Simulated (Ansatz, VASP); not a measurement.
**One calculation of Ga3P, two programs**

```
Ga P
1.0
     3.93113    0.01380   -0.29020
    -1.95713    3.40615    0.29685
    -0.93181    0.56462   12.97434
Ga P
6 2
Direct
  0.94572 0.05172 0.21616
  0.36558 0.63543 0.46579
  0.53622 0.46718 0.96911
  0.10172 0.89886 0.67580
  0.46574 0.53377 0.77051
  0.73137 0.26810 0.56653
  0.29851 0.69794 0.27706
  0.88846 0.11367 0.02906
```

Change from the starting cell: cell x1, atoms moved at random (sigma 0.1 Å) and cell strained at random (1.5 %), then relaxed without symmetry.

Alike in both runs: functional PBE; k mesh 6 × 6 × 2; occupations gaussian, width 0.2 eV; no spin polarisation.

Ansatz relaxed the structure, and its values are those at the end. VASP's run is a single point on that final structure, the one shown.

|  | VASP | Ansatz |
| --- | --- | --- |
| version | VASP 6.6.1 | Ansatz 0.2.0 |
| potentials or method | VASP PAW PBE potentials, release 64 (Ga_d, P), cutoff 520 eV | scalar-relativistic, plane waves, PAW |
| valence electrons in the cell | 88 | 88 |

Ansatz gave:

- gap on the k mesh at the Fermi level (eV): none
- pressure (GPa): 0.0
- rms of the force components (eV/Å): 0.003

Problem. Estimate VASP's values.

Solution. gap on the k mesh at the Fermi level (eV): none; pressure (GPa): 0.1; rms of the force components (eV/Å): 0.004.

A gap of «none» marks a metal or a gap that the smearing closes.
